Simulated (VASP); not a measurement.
Here is a VASP 6.6.1 calculation.

INCAR

```
  PREC = Accurate
  ENCUT = 520
  EDIFF = 1E-6
  ISMEAR = -1
  SIGMA = 0.1
  LREAL = F
  LASPH = T
  NELM = 80
  ALGO = Normal
  ISIF = 2
  LWAVE = F
  LCHARG = T
  GGA = PE
  LELF = T
  LVHAR = T
  NBANDS = 21
```

The input KPOINTS:

```
regular mesh
0
Gamma
  13 13 7
```

POSCAR

```
Ru
1.0
    2.7235595794      0.0000000000      0.0000000000
   -1.3617797897      2.3586717845      0.0000000000
    0.0000000000      0.0000000000      4.2890849607
Ru
2
Direct
    0.3333333333      0.6666666667      0.2500000000
    0.6666666667      0.3333333333      0.7500000000
```

Potentials or basis: VASP PAW PBE potentials, release 64 (Ru_pv).

Run with:

```bash
$ cat potpaw_PBE.64/Ru_pv/POTCAR > POTCAR
$ mpirun -np 1 vasp_std > vasp.out
```

What does it give for the pressure?

0.0 GPa.

Estimate the band gap on the k mesh.

zero (band 14 reaches 13.99 eV, above the bottom of band 15 at 11.05 eV).

Stress tensor (GPa, compression positive):
```
-0.21  0.00  0.00
 0.00 -0.21  0.00
 0.00  0.00  0.28
```
